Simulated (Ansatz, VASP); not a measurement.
# InO4 in VASP and in Ansatz

Contents of INCAR:

```
SYSTEM = InO4
ALGO     = Normal         ! electronic algorithm
DIPOL    = 0.5 0.5 0.501
EDIFF    = 1E-7           ! SCF threshold, eV
ENCUT    = 520            ! plane-wave cutoff, eV
GGA      = PE             ! functional
IDIPOL   = 3            
ISIF     = 2              ! what is computed and relaxed
ISMEAR   = 0              ! smearing method
LASPH    = .True.         ! aspherical terms in the spheres
LCHARG   = .False.        ! write CHGCAR
LDIPOL   = .True.       
LREAL    = .False.        ! projectors in reciprocal space
LWAVE    = .False.        ! write WAVECAR
NBANDS   = 26             ! bands
NELM     = 100            ! most SCF steps
PREC     = Accurate       ! precision mode
SIGMA    = 0.1            ! smearing width, eV
```

File KPOINTS:

```
k-points
0
Gamma
  4 4 1
  0 0 0
```

Contents of POSCAR:

```
InO4
1.0
    4.2288520000      0.0000000000      0.0000000000
    0.0000000000      4.2288520000      0.0000000000
    0.0000000000      0.0000000000     19.0000000000
In O
1 4
Direct
    0.0000000000      0.0000000000      0.4991474300
    0.0000000000      0.5000000000      0.5024995400
    0.5000000000      0.0000000000      0.5024995400
    0.0000000000      0.0000000000      0.6246292900
    0.0000000000      0.0000000000      0.3753707100
```

Input for Ansatz:

```yaml
crystal:
  lattice:
    - [4.228852, 0.0, 0.0]
    - [0.0, 4.228852, 0.0]
    - [0.0, 0.0, 19.0]
  atoms:
    - { symbol: In, position: [0.0, 0.0, 0.49914743] }
    - { symbol: O, position: [0.0, 0.5, 0.50249954] }
    - { symbol: O, position: [0.5, 0.0, 0.50249954] }
    - { symbol: O, position: [0.0, 0.0, 0.62462929] }
    - { symbol: O, position: [0.0, 0.0, 0.37537071] }
  periodic: [true, true, false]
basis:
  ecutwfc: 420
kpoints:
  mp_grid: { grid: [4, 4, 1] }
hamiltonian:
  xc: pbe
scf:
  occupations: { method: gaussian, width: 0.1 }
  lower_state_search: "off"
output:
  forces: true
  stress: true
  eigenvalues: true
```

Change from the starting cell: species swapped into a sheet of the InO4 type.

Alike in both runs: task single point; functional PBE; k mesh 4 × 4 × 1; occupations gaussian, width 0.1 eV; no spin polarisation.

|  | VASP | Ansatz |
| --- | --- | --- |
| version | VASP 6.6.1 | Ansatz 0.2.0 |
| potentials or method | VASP PAW PBE potentials, release 64 (In_d, O), cutoff 520 eV | scalar-relativistic, plane waves, PAW |
| valence electrons in the cell | 37 | 37 |

VASP gave:

* gap on the k mesh at the Fermi level (eV): none
* rms of the force components (eV/Å): 0.528

Question: Which values does Ansatz return?

Answer: gap on the k mesh at the Fermi level (eV): none; rms of the force components (eV/Å): 0.533.

Atom by atom the forces differ by 0.005 eV/Å (rms over components). A gap of «none» marks a metal or a gap that the smearing closes. Ansatz's warnings: slab cell height set.

The k mesh is coarse, so the values compare programs but aren't converged.
